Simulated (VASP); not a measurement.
A run of VASP 6.6.1 is set up as follows.

Contents of INCAR:

```
SYSTEM = Tl3Sb2Mo
PREC = Accurate ; ENCUT = 520
EDIFF = 1E-7 ; ISMEAR = 0
SIGMA = 0.1 ; LREAL = .False.
LASPH = .True. ; NELM = 60
ALGO = Normal ; ISIF = 2
LWAVE = .False. ; LCHARG = .True.
GGA = PE ; LELF = .True.
LVHAR = .True. ; NBANDS = 40
```

KPOINTS

```
regular mesh
0
Gamma
  4 4 2
  0 0 0
```

Contents of POSCAR:

```
Tl3Sb2Mo
1.0
    3.8792788367      0.0000000000      0.0000000000
    0.0000000000      3.8792788367      0.0000000000
    0.0000000000      0.0000000000     10.4907575474
Tl Sb Mo
3 2 1
Direct
    0.0000000000      0.0000000000      0.6393494710
    0.0000000000      0.0000000000      0.3606505290
    0.0000000000      0.0000000000      0.0000000000
    0.5000000000      0.5000000000      0.7774426728
    0.5000000000      0.5000000000      0.2225573272
    0.5000000000      0.5000000000      0.5000000000
```

Potentials or basis: VASP PAW PBE potentials, release 64 (Tl_d, Sb, Mo_sv).

Launch:

```bash
$ cat potpaw_PBE.64/Tl_d/POTCAR potpaw_PBE.64/Sb/POTCAR potpaw_PBE.64/Mo_sv/POTCAR > POTCAR
$ mpirun -np 1 vasp_std > vasp.out
```

(1) Estimate the pressure.

(2) What does it give for the largest force?

Answers

(1) -0.3 GPa.

(2) 0.009 eV/Å.

Caveat: the k points lie up to 0.40 Å⁻¹ apart.
